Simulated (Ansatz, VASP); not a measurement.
# Ir4Pt3: VASP beside Ansatz

```
Ir Pt
1.0
     5.23741    0.00000    0.00000
    -2.61870    4.53573    0.00000
     0.00000    0.00000    5.31422
Ir Pt
4 3
Direct
  0.50000 0.00000 0.50000
  0.00000 0.50000 0.50000
  0.50000 0.50000 0.50000
  0.00000 0.00000 0.00000
  0.50000 0.00000 0.00000
  0.00000 0.50000 0.00000
  0.50000 0.50000 0.00000
```

Alike in both runs: functional PBE; k mesh 4 × 4 × 3; occupations gaussian, width 0.2 eV; no spin polarisation.

Ansatz relaxed the structure, and its values are those at the end. VASP's run is a single point on that final structure, the one shown.

|  | VASP | Ansatz |
| --- | --- | --- |
| version | VASP 6.6.1 | Ansatz 0.2.0 |
| potentials or method | VASP PAW PBE potentials, release 64 (Ir, Pt), cutoff 500 eV | scalar-relativistic, plane waves, PAW |
| valence electrons in the cell | 66 | 122 |

|  | VASP | Ansatz | Ansatz less VASP |
| --- | --- | --- | --- |
| gap on the k mesh at the Fermi level (eV) | none | none | - |
| pressure (GPa) | 0.3 | 0.4 | +0.16 |

A gap of «none» marks a metal or a gap that the smearing closes. VASP's potentials hold 66 valence electrons a cell and Ansatz's 122, so a difference there can come from the potentials and not from the codes.

The k mesh is coarse, so the values compare programs but aren't converged. Spin-orbit coupling is off throughout.
